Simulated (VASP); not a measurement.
# Ca (Pm-3m) in VASP: single point with PBEsol

Aim: the single point of Ca with PBEsol.

Everything below comes from runs of VASP 6.6.1. Logs are shortened: lines on timing, memory, paths and dates and some standing lists are left out, and cuts for length are marked.

### 1 The cell of the first run

It takes space group Pm-3m (No. 221, cubic). The conventional cell has a = 5.050 Å, b = 5.050 Å, c = 5.050 Å, α = 90.00°, β = 90.00°, γ = 90.00°. Within 4.7 Å of Ca (site symmetry 4/mmm) lie 8 Ca at 3.57 Å.

### 2 Single point, PBEsol

Input file INCAR:

```
SYSTEM = Ca
PREC = Accurate
ENCUT = 520
EDIFF = 1E-7
ISMEAR = 1
SIGMA = 0.15
LREAL = .FALSE.
LASPH = .TRUE.
NELM = 100
ALGO = Normal
ISIF = 2
LWAVE = .FALSE.
LCHARG = .FALSE.
GGA = PS
NBANDS = 22
```

Input file KPOINTS:

```
Automatic mesh
0
G
  5 5 5
  0 0 0
```

Input file POSCAR:

```
Ca
1.0
    5.0498580000      0.0000000000      0.0000000000
    0.0000000000      5.0498580000      0.0000000000
    0.0000000000      0.0000000000      5.0498580000
Ca
3
Direct
    0.0000000000      0.5000000000      0.5000000000
    0.5000000000      0.5000000000      0.0000000000
    0.5000000000      0.0000000000      0.5000000000
```

Potentials or basis: VASP PAW PBE potentials, release 64 (Ca_sv).

Command:

```
$ cat potpaw_PBE.64/Ca_sv/POTCAR > POTCAR
$ mpirun -np 1 vasp_std > vasp.out
```

OUTCAR:

```text
SYSTEM = Ca
   PREC = Accurate
   ENCUT = 520
   EDIFF = 1E-7
   ISMEAR = 1
   LREAL = .FALSE.
   LASPH = .TRUE.
   NELM = 100
   ISIF = 2
   GGA = PS

 ion  position               nearest neighbor table
   1  0.000  0.500  0.500-
   2  0.500  0.500  0.000-
   3  0.500  0.000  0.500-

  LATTYP: Found a simple cubic cell.
 ALAT       =     5.0498580000

  Lattice vectors:

 A1 = (   5.0498580000,   0.0000000000,   0.0000000000)
 A2 = (   0.0000000000,   5.0498580000,   0.0000000000)
 A3 = (   0.0000000000,   0.0000000000,   5.0498580000)

Analysis of symmetry for initial positions (statically):
=====================================================================
 Subroutine PRICEL returns:
 Original cell was already a primitive cell.

 Routine SETGRP: Setting up the symmetry group for a
 simple cubic supercell.

 Subroutine GETGRP returns: Found 48 space group operations
 (whereof 48 operations were pure point group operations)
 out of a pool of 48 trial point group operations.

The static configuration has the point symmetry O_h .

Analysis of symmetry for dynamics (positions and initial velocities):
=====================================================================
 Subroutine PRICEL returns:
 Original cell was already a primitive cell.

 Routine SETGRP: Setting up the symmetry group for a
 simple cubic supercell.

 Subroutine GETGRP returns: Found 48 space group operations
 (whereof 48 operations were pure point group operations)
 out of a pool of 48 trial point group operations.

The dynamic configuration has the point symmetry O_h .

 Subroutine INISYM returns: Found 48 space group operations
 (whereof 48 operations are pure point group operations),
 and found     1 'primitive' translations

----------------------------------------------------------------------------------------

                                     Primitive cell

  volume of cell :     128.7768

  direct lattice vectors                    reciprocal lattice vectors
     5.049858000  0.000000000  0.000000000     0.198025370  0.000000000  0.000000000
     0.000000000  5.049858000  0.000000000     0.000000000  0.198025370  0.000000000
     0.000000000  0.000000000  5.049858000     0.000000000  0.000000000  0.198025370

  length of vectors
     5.049858000  5.049858000  5.049858000     0.198025370  0.198025370  0.198025370

  position of ions in fractional coordinates (direct lattice)
     0.000000000  0.500000000  0.500000000
     0.500000000  0.500000000  0.000000000
     0.500000000  0.000000000  0.500000000

  ion indices of the primitive-cell ions
   primitive index   ion index
                 1           1
                 2           2
                 3           3

----------------------------------------------------------------------------------------

 KPOINTS: Automatic mesh

Automatic generation of k-mesh.
 Grid dimensions read from file:
 generate k-points for:    5    5    5

 Generating k-lattice:

  Cartesian coordinates                     Fractional coordinates (reciprocal lattice)
     0.039605074  0.000000000  0.000000000     0.200000000  0.000000000  0.000000000
     0.000000000  0.039605074  0.000000000     0.000000000  0.200000000  0.000000000
     0.000000000  0.000000000  0.039605074     0.000000000  0.000000000  0.200000000

  Length of vectors
     0.039605074  0.039605074  0.039605074

  Shift w.r.t. Gamma in fractional coordinates (k-lattice)
     0.000000000  0.000000000  0.000000000

 Subroutine IBZKPT returns following result:
 ===========================================

 Found     10 irreducible k-points:

 Following reciprocal coordinates:
            Coordinates               Weight
  0.000000  0.000000  0.000000      1.000000
  0.200000  0.000000  0.000000      6.000000
  0.400000  0.000000  0.000000      6.000000
  0.200000  0.200000  0.000000     12.000000
  0.400000  0.200000  0.000000     24.000000
  0.400000  0.400000  0.000000     12.000000
  0.200000  0.200000  0.200000      8.000000
  0.400000  0.200000  0.200000     24.000000
  0.400000  0.400000  0.200000     24.000000
  0.400000  0.400000  0.400000      8.000000
   k-points           NKPTS =     10   k-points in BZ     NKDIM =     10   number of bands    NBANDS=     22
   number of dos      NEDOS =    301   number of ions     NIONS =      3
   total plane-waves  NPLWV =  64000
   dimension x,y,z NGX =    40 NGY =   40 NGZ =   40
   dimension x,y,z NGXF=    80 NGYF=   80 NGZF=   80
   ions per type =               3
   NGX,Y,Z   is equivalent  to a cutoff of  13.17, 13.17, 13.17 a.u.
   NGXF,Y,Z  is equivalent  to a cutoff of  26.34, 26.34, 26.34 a.u.
 SYSTEM =  Ca
   PREC   = accura    normal or accurate (medium, high low for compatibility)
   ISTART =      0    job   : 0-new  1-cont  2-samecut
   ICHARG =      2    charge: 1-file 2-atom 10-const
   ISPIN  =      1    spin polarized calculation?
   LNONCOLLINEAR =      F non collinear calculations
   LSORBIT =      F    spin-orbit coupling
   LASPH  =      T    aspherical Exc in radial PAW
   ENCUT  =  520.0 eV  38.22 Ry    6.18 a.u.   9.39  9.39  9.39*2*pi/ulx,y,z
   NELM   =    100;   NELMIN=  2; NELMDL= -5     # of ELM steps
   EDIFF  = 0.1E-06   stopping-criterion for ELM
   LREAL  =      F    real-space projection
   EDIFFG = 0.1E-05   stopping-criterion for IOM
   NSW    =      0    number of steps for IOM
   IBRION =     -1    ionic relax: 0-MD 1-quasi-New 2-CG
   NFREE  =      0    steps in history (QN), initial steepest desc. (CG)
   ISIF   =      2    stress and relaxation
   ISYM   =      2    0-nonsym 1-usesym 2-fastsym
   POTIM  = 0.5000    time-step for ionic-motion
   TEBEG  =    0.0;   TEEND  =   0.0 temperature during run
   PSTRESS=    0.0 pullay stress
   NELECT =      30.0000    total number of electrons
   NUPDOWN=      -1.0000    fix difference up-down
   EMIN   =  10.00;   EMAX   =-10.00  energy-range for DOS
   EFERMI =   0.00;   METHOD = LEGACY
   ISMEAR =     1;   SIGMA  =   0.15  broadening in eV -4-tet -1-fermi 0-gaus
   EFERMI_NEDOS =   21; number of points for ismear=-14 and -15
   IALGO  =     38    algorithm
   IMIX   =      4    mixing-type and parameters
     AMIX     =   0.40;   BMIX     =  1.00
     AMIX_MAG =   1.60;   BMIX_MAG =  1.00
  volume/ion in A,a.u.               =      42.93       289.68
  Fermi-wavevector in a.u.,A,eV,Ry     =   1.007325  1.903567 13.805869  1.014703
  Thomas-Fermi vector in A             =   2.140122
   LORBIT       =      0    0 simple, 1 ext, 2 COOP (PROOUT), +10 PAW based schemes
   GGA     = PS    functional components
   LHFCALC =     F    Hartree Fock is set to
   AEXX    =    0.0000 exact exchange contribution
   IVDW    =     0    specifies the selected vdW correction
   LEPSILON=     F    determine dielectric tensor
   LRPA    =     F    only Hartree local field effects (RPA)
 non-spin polarized calculation
 Methfessel and Paxton  Order N= 1 SIGMA  =   0.15
  energy-cutoff  :      520.00
  volume of cell :      128.78
 maximum number of plane-waves:      3485
 NGX is ok and might be reduce to    40
   NGX = 19   NGY = 19   NGZ = 19

 number of electron      29.9999991 magnetization

 Free energy of the ion-electron system (eV)
  ---------------------------------------------------
  ext. energy  EPLUGINS =         0.00000000
  ---------------------------------------------------
  free energy    TOTEN  =        -5.08886436 eV

  energy without entropy =       -5.06005901  energy(sigma->0) =       -5.07926257

 E-fermi :   1.6997     XC(G=0):  -7.6775

 val. band max:        1.6932420875   @ k =   0.2000   0.2000   0.2000
 cond. band min:       1.7451077954   @ k =   0.4000   0.2000   0.2000
 fundamental gap:      0.0518657078
 Fermi energy:         1.6996719287

 k-point     1 :       0.0000    0.0000    0.0000
  band No.  band energies     occupation
      1     -40.1169      2.00000
      2     -40.0714      2.00000
      3     -40.0714      2.00000
      4     -21.2948      2.00000
      5     -21.2948      2.00000
      6     -21.2948      2.00000
[... 14 lines left out ...]
     21       3.8111     -0.00000
     22       3.8111     -0.00000

 k-point     2 :       0.2000    0.0000    0.0000
  band No.  band energies     occupation
      1     -40.1131      2.00000
      2     -40.0752      2.00000
      3     -40.0713      2.00000
      4     -21.2824      2.00000
      5     -21.2824      2.00000
      6     -21.2757      2.00000
[... 14 lines left out ...]
     21       3.5715     -0.00000
     22       3.7472     -0.00000

 k-point     3 :       0.4000    0.0000    0.0000
  band No.  band energies     occupation
      1     -40.1042      2.00000
      2     -40.0840      2.00000
      3     -40.0713      2.00000
      4     -21.2563      2.00000
      5     -21.2563      2.00000
      6     -21.2279      2.00000
[... 14 lines left out ...]
     21       3.2147     -0.00000
     22       3.9373     -0.00000

 k-point     4 :       0.2000    0.2000    0.0000
  band No.  band energies     occupation
      1     -40.1095      2.00000
      2     -40.0766      2.00000
      3     -40.0734      2.00000
      4     -21.2889      2.00000
      5     -21.2697      2.00000
      6     -21.2462      2.00000
[... 14 lines left out ...]
     21       3.4401     -0.00000
     22       3.7185     -0.00000

 k-point     5 :       0.4000    0.2000    0.0000
  band No.  band energies     occupation
      1     -40.1012      2.00000
      2     -40.0841      2.00000
      3     -40.0741      2.00000
      4     -21.2692      2.00000
      5     -21.2422      2.00000
      6     -21.2330      2.00000
[... 14 lines left out ...]
     21       3.2378     -0.00000
     22       3.9908     -0.00000

 k-point     6 :       0.4000    0.4000    0.0000
  band No.  band energies     occupation
      1     -40.0938      2.00000
      2     -40.0850      2.00000
      3     -40.0805      2.00000
      4     -21.2836      2.00000
      5     -21.2499      2.00000
      6     -21.2093      2.00000
[... 14 lines left out ...]
     21       3.3973     -0.00000
     22       3.7809     -0.00000

 k-point     7 :       0.2000    0.2000    0.2000
  band No.  band energies     occupation
      1     -40.1063      2.00000
      2     -40.0765      2.00000
      3     -40.0765      2.00000
      4     -21.3021      2.00000
      5     -21.2445      2.00000
      6     -21.2445      2.00000
[... 14 lines left out ...]
     21       3.4395     -0.00000
     22       3.4395     -0.00000

 k-point     8 :       0.4000    0.2000    0.2000
  band No.  band energies     occupation
      1     -40.0987      2.00000
      2     -40.0841      2.00000
      3     -40.0765      2.00000
      4     -21.2915      2.00000
      5     -21.2464      2.00000
      6     -21.2425      2.00000
[... 14 lines left out ...]
     21       3.4357     -0.00000
     22       3.5819     -0.00000

 k-point     9 :       0.4000    0.4000    0.2000
  band No.  band energies     occupation
      1     -40.0925      2.00000
      2     -40.0849      2.00000
      3     -40.0817      2.00000
      4     -21.3007      2.00000
      5     -21.2779      2.00000
      6     -21.2457      2.00000
[... 14 lines left out ...]
     21       3.6576     -0.00000
     22       3.7048     -0.00000

 k-point    10 :       0.4000    0.4000    0.4000
  band No.  band energies     occupation
      1     -40.0892      2.00000
      2     -40.0849      2.00000
      3     -40.0849      2.00000
      4     -21.3358      2.00000
      5     -21.2800      2.00000
      6     -21.2794      2.00000
[... 14 lines left out ...]
     21       3.8438     -0.00000
     22       3.8439     -0.00000

------------------------ aborting loop because EDIFF is reached ----------------------------------------

  FORCE on cell =-STRESS in cart. coord.  units (eV):
  Direction    XX          YY          ZZ          XY          YZ          ZX
  --------------------------------------------------------------------------------------
  -------------------------------------------------------------------------------------
  Total        1.4143337      1.4143337      1.4143337     -0.0000000      0.0000000     -0.0000000
  in kB       17.5964464     17.5964464     17.5964464     -0.0000000      0.0000000     -0.0000000
  external PRESSURE =      17.5964464 kB  Pullay stress =       0.0000000 kB

 VOLUME and BASIS-vectors are now :
 -----------------------------------------------------------------------------
  energy-cutoff  :      520.00
  volume of cell :      128.78
      direct lattice vectors                 reciprocal lattice vectors
     5.049858000  0.000000000  0.000000000     0.198025370  0.000000000  0.000000000
     0.000000000  5.049858000  0.000000000     0.000000000  0.198025370  0.000000000
     0.000000000  0.000000000  5.049858000     0.000000000  0.000000000  0.198025370

 POSITION                                       TOTAL-FORCE (eV/Angst)
 -----------------------------------------------------------------------------------
      0.00000      2.52493      2.52493         0.000000      0.000000      0.000000
      2.52493      2.52493      0.00000         0.000000      0.000000      0.000000
      2.52493      0.00000      2.52493         0.000000      0.000000      0.000000
 -----------------------------------------------------------------------------------
    total drift:                               -0.000000     -0.000000     -0.000000

  FREE ENERGIE OF THE ION-ELECTRON SYSTEM (eV)
  ---------------------------------------------------
  free  energy   TOTEN  =        -5.0888643574 eV

  energy  without entropy=       -5.0600590062  energy(sigma->0) =       -5.07926257
```

Wall time 15 s (1 thread of Intel Xeon 6975P-C (Granite Rapids), shared host); peak memory 0.23 GiB.

What came out:

- Free energy: -5.0889 eV
- Pressure: 1.8 GPa
- Band gap on the k mesh: zero (band 15 reaches 1.93 eV, above the bottom of band 16 at 1.38 eV)

Caveat: the PAW data sets were made with another functional, which shifts forces and pressure a little.
